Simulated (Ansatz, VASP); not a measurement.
## MnSb: VASP beside Ansatz

File INCAR:

```
SYSTEM = MnSb
  PREC = Accurate
  ENCUT = 520
  EDIFF = 1E-7
  ISMEAR = -1
  SIGMA = 0.1
  LREAL = .FALSE.
  LASPH = .TRUE.
  NELM = 100
  ALGO = Normal
  ISIF = 2
  LWAVE = .FALSE.
  LCHARG = .TRUE.
  GGA = PS
  LELF = .TRUE.
  LVHAR = .TRUE.
  NBANDS = 26
```

The input KPOINTS:

```
Automatic mesh
0
G
  9 9 6
  0 0 0
```

POSCAR

```
MnSb
1.0
    4.2839624791      0.0000000000      0.0000000000
   -2.1419812396      3.7100203358      0.0000000000
    0.0000000000      0.0000000000      5.9665790673
Mn Sb
2 2
Direct
    0.0000000000      0.0000000000      0.0000000000
    0.0000000000      0.0000000000      0.5000000000
    0.3333333333      0.6666666667      0.2500000000
    0.6666666667      0.3333333333      0.7500000000
```

Input for Ansatz:

```yaml
crystal:
  lattice:
    - [4.2839624791, 0.0, 0.0]
    - [-2.1419812396, 3.7100203358, 0.0]
    - [0.0, 0.0, 5.9665790673]
  atoms:
    - { symbol: Mn, position: [0.0, 0.0, 0.0] }
    - { symbol: Mn, position: [0.0, 0.0, 0.5] }
    - { symbol: Sb, position: [0.3333333333, 0.6666666667, 0.25] }
    - { symbol: Sb, position: [0.6666666667, 0.3333333333, 0.75] }
kpoints:
  mp_grid: { grid: [9, 9, 6] }
scf:
  occupations: { method: fermi_dirac, width: 0.1 }
  lower_state_search: "off"
hamiltonian:
  xc: pbesol
  pseudopotentials: { kind: paw }
output:
  forces: true
  stress: true
  eigenvalues: true
  write_density: true
  write_potential: true
  elf: true
  volumetric_format: npy
```

Change from the starting cell: volume scaled by 1.1, no spin polarisation, PAW files.

Alike in both runs: task single point; functional PBEsol; k mesh 9 × 9 × 6; occupations fermi-dirac, width 0.1 eV; no spin polarisation.

|  | VASP | Ansatz |
| --- | --- | --- |
| version | VASP 6.6.1 | Ansatz 0.2.0 |
| potentials or method | VASP PAW PBE potentials, release 64 (Mn_pv, Sb) | PAW with Ansatz's default frozen-core files, scalar-relativistic |
| plane-wave cutoff (eV) | 520 | 420 |
| valence electrons in the cell | 36 | 60 |

```tsv
	VASP	Ansatz	Ansatz less VASP
pressure (GPa)	-21.8	-21.9	-0.09
traceless stress, the component that is largest in VASP (GPa)	-3.33	-3.41	-0.083
```

VASP's potentials were made for PBE, not for PBEsol. With one functional, cell and mesh, what is left measures potentials, basis and numerics. VASP's potentials hold 36 valence electrons a cell and Ansatz's 60, so a difference there can come from the potentials and not from the codes.

Spin-orbit coupling is off throughout.
